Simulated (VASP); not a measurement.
# BaTaH4 (Pmm2) in VASP: further runs, part 2 of 2

VASP 6.6.1. Earlier steps stand in the parts before.

## 3. Single point, PBE

This run uses another cell than the first one, of 12.65 Å³/atom, 1.120 times its volume.

INCAR reads:

```
PREC = Accurate
ENCUT = 520
EDIFF = 1E-6
ISMEAR = 0
SIGMA = 0.1
LREAL = F
LASPH = T
NELM = 60
ALGO = Normal
ISIF = 2
LWAVE = F
LCHARG = T
GGA = PE
LELF = T
LVHAR = T
NBANDS = 22
```

KPOINTS reads:

```
Automatic mesh
0
Gamma
  6 4 4
```

POSCAR reads:

```
BaTaH4
1.0
    3.2665837700      0.0000000000      0.0000000000
    0.0000000000      3.8345581300      0.0000000000
    0.0000000000      0.0000000000      6.0615177300
Ba Ta H
1 1 4
Direct
    0.0000000000      0.0000000000      0.9603037500
    0.5000000000      0.0000000000      0.5509221400
    0.0000000000      0.5000000000      0.6811224100
    0.5000000000      0.5000000000      0.1196295800
    0.5000000000      0.5000000000      0.7953194000
    0.0000000000      0.5000000000      0.3927027200
```

Potentials or basis: VASP PAW PBE potentials, release 64 (Ba_sv, Ta_pv, H).

Command:

```console
> cat potpaw_PBE.64/Ba_sv/POTCAR potpaw_PBE.64/Ta_pv/POTCAR potpaw_PBE.64/H/POTCAR > POTCAR
> mpirun -np 1 vasp_std > vasp.out
```

OUTCAR:

```text
PREC = Accurate
   ENCUT = 520
   EDIFF = 1E-6
   ISMEAR = 0
   LREAL = F
   LASPH = T
   NELM = 60
   ISIF = 2
   GGA = PE

 ion  position               nearest neighbor table
   1  0.000  0.000  0.960-   3 2.56   3 2.56   4 2.70   4 2.70   4 2.70   4 2.70   5 2.71   5 2.71
                             5 2.71   5 2.71   2 2.97   2 2.97   2 3.94   2 3.94
   2  0.500  0.000  0.551-   1 2.97   1 2.97   1 3.94   1 3.94
   3  0.000  0.500  0.681-   1 2.56   1 2.56
   4  0.500  0.500  0.120-   1 2.70   1 2.70   1 2.70   1 2.70
   5  0.500  0.500  0.795-   1 2.71   1 2.71   1 2.71   1 2.71
   6  0.000  0.500  0.393-

  LATTYP: Found a simple orthorhombic cell.
 ALAT       =     3.2665837700
 B/A-ratio  =     1.1738741144
 C/A-ratio  =     1.8556137411

  Lattice vectors:

 A1 = (   3.2665837700,   0.0000000000,   0.0000000000)
 A2 = (   0.0000000000,   3.8345581300,   0.0000000000)
 A3 = (   0.0000000000,   0.0000000000,   6.0615177300)

Analysis of symmetry for initial positions (statically):
=====================================================================
 Subroutine PRICEL returns:
 Original cell was already a primitive cell.

 Routine SETGRP: Setting up the symmetry group for a
 simple orthorhombic supercell.

 Subroutine GETGRP returns: Found  4 space group operations
 (whereof  4 operations were pure point group operations)
 out of a pool of  8 trial point group operations.

The static configuration has the point symmetry C_2v.

Analysis of symmetry for dynamics (positions and initial velocities):
=====================================================================
 Subroutine PRICEL returns:
 Original cell was already a primitive cell.

 Routine SETGRP: Setting up the symmetry group for a
 simple orthorhombic supercell.

 Subroutine GETGRP returns: Found  4 space group operations
 (whereof  4 operations were pure point group operations)
[... 125 lines left out ...]
   ISMEAR =     0;   SIGMA  =   0.10  broadening in eV -4-tet -1-fermi 0-gaus
   EFERMI_NEDOS =   21; number of points for ismear=-14 and -15
   IALGO  =     38    algorithm
   IMIX   =      4    mixing-type and parameters
     AMIX     =   0.40;   BMIX     =  1.00
     AMIX_MAG =   1.60;   BMIX_MAG =  1.00
  volume/ion in A,a.u.               =      12.65        85.40
  Fermi-wavevector in a.u.,A,eV,Ry     =   1.130467  2.136273 17.387651  1.277956
  Thomas-Fermi vector in A             =   2.267164
   LORBIT       =      0    0 simple, 1 ext, 2 COOP (PROOUT), +10 PAW based schemes
   GGA     = PE    functional components
   LHFCALC =     F    Hartree Fock is set to
   AEXX    =    0.0000 exact exchange contribution
   IVDW    =     0    specifies the selected vdW correction
   LEPSILON=     F    determine dielectric tensor
   LRPA    =     F    only Hartree local field effects (RPA)
 non-spin polarized calculation
 Gauss-broadening in eV      SIGMA  =   0.10
  energy-cutoff  :      520.00
  volume of cell :       75.93
 maximum number of plane-waves:      2058
   NGX = 13   NGY = 15   NGZ = 23

 number of electron      25.0000002 magnetization

 Free energy of the ion-electron system (eV)
  ---------------------------------------------------
  ext. energy  EPLUGINS =         0.00000000
  ---------------------------------------------------
  free energy    TOTEN  =       -21.58003244 eV

  energy without entropy =      -21.56009648  energy(sigma->0) =      -21.57006446

 E-fermi :   2.9703     XC(G=0): -10.0074

 val. band max:        2.9241112910   @ k =   0.0000   0.0000   0.2500
 cond. band min:       2.9934397710   @ k =   0.5000   0.2500   0.0000
 fundamental gap:      0.0693284800
 Fermi energy:         2.9703328878

 k-point     1 :       0.0000    0.0000    0.0000
  band No.  band energies     occupation
      1     -32.5071      2.00000
      2     -32.4969      2.00000
      3     -32.3278      2.00000
      4     -24.6257      2.00000
      5     -10.3269      2.00000
      6      -9.4283      2.00000
[... 589 lines left out ...]
     21       8.4751      0.00000
     22      10.9995      0.00000

 [... further k-points ...]
[... 5 lines left out ...]
  --------------------------------------------------------------------------------------
  -------------------------------------------------------------------------------------
  Total       -1.4393488     -9.0518496      6.9007587      0.0000000      0.0000000      0.0000000
  in kB      -30.3728904   -191.0105719    145.6186218      0.0000000      0.0000000      0.0000000
  external PRESSURE =     -25.2549468 kB  Pullay stress =       0.0000000 kB

 VOLUME and BASIS-vectors are now :
 -----------------------------------------------------------------------------
  energy-cutoff  :      520.00
  volume of cell :       75.93
      direct lattice vectors                 reciprocal lattice vectors
     3.266583770  0.000000000  0.000000000     0.306130218  0.000000000  0.000000000
     0.000000000  3.834558130  0.000000000     0.000000000  0.260786241  0.000000000
     0.000000000  0.000000000  6.061517730     0.000000000  0.000000000  0.164975184

 POSITION                                       TOTAL-FORCE (eV/Angst)
 -----------------------------------------------------------------------------------
      0.00000      0.00000      5.82090         0.000000      0.000000      4.330909
      1.63329      0.00000      3.33942         0.000000      0.000000     -2.832851
      0.00000      1.91728      4.12864         0.000000      0.000000     -0.849448
      1.63329      1.91728      0.72514         0.000000      0.000000     -0.250555
      1.63329      1.91728      4.82084         0.000000      0.000000     -0.768503
      0.00000      1.91728      2.38037         0.000000      0.000000      0.370449
 -----------------------------------------------------------------------------------
    total drift:                                0.000000      0.000000     -0.000080

  FREE ENERGIE OF THE ION-ELECTRON SYSTEM (eV)
  ---------------------------------------------------
  free  energy   TOTEN  =       -21.5800324372 eV

  energy  without entropy=      -21.5600964815  energy(sigma->0) =      -21.57006446
```

It took 20 s on 1 thread of Intel Xeon 6975P-C (Granite Rapids), shared host; peak memory 0.22 GiB.

Results:

* Free energy: -21.5800 eV
* Pressure: -2.5 GPa
* Largest force: 4.331 eV/Å

Forces on the atoms (eV/Å):
```
Ba   0.000  0.000  4.331
Ta   0.000  0.000 -2.833
H    0.000  0.000 -0.849
H    0.000  0.000 -0.251
H    0.000  0.000 -0.769
H    0.000  0.000  0.370
```

Stress tensor (GPa, compression positive):
```
 -3.04   0.00   0.00
  0.00 -19.10   0.00
  0.00   0.00  14.56
```

Levels at points of the mesh, in eV from the Fermi level:
```csv
k point,band 10,band 11,band 12,band 13,band 14,band 15
"(0.00, 0.00, 0.00)",-3.29,-1.39,-0.84,-0.18,0.73,1.55
"(0.50, 0.00, 0.00)",-2.46,-1.90,-0.56,-0.29,0.23,0.62
"(0.00, 0.50, 0.00)",-3.54,-1.79,-1.32,0.89,0.94,1.65
"(0.50, 0.50, 0.00)",-2.30,-1.51,-0.52,-0.24,1.07,1.52
"(0.00, 0.00, 0.50)",-2.53,-1.18,-0.17,0.11,0.88,1.00
"(0.50, 0.00, 0.50)",-2.97,-2.95,-0.68,-0.66,0.04,0.49
"(0.00, 0.50, 0.50)",-2.88,-1.11,-0.48,0.83,0.97,1.13
"(0.50, 0.50, 0.50)",-1.96,-1.83,-1.21,-0.59,0.85,2.05
```

Caveat: the k points lie up to 0.41 Å⁻¹ apart; spin-orbit coupling is left out, which moves the levels of the heavy elements; forces of over 1 eV/Å act on the atoms, so gaps and moduli don't describe the material at rest.
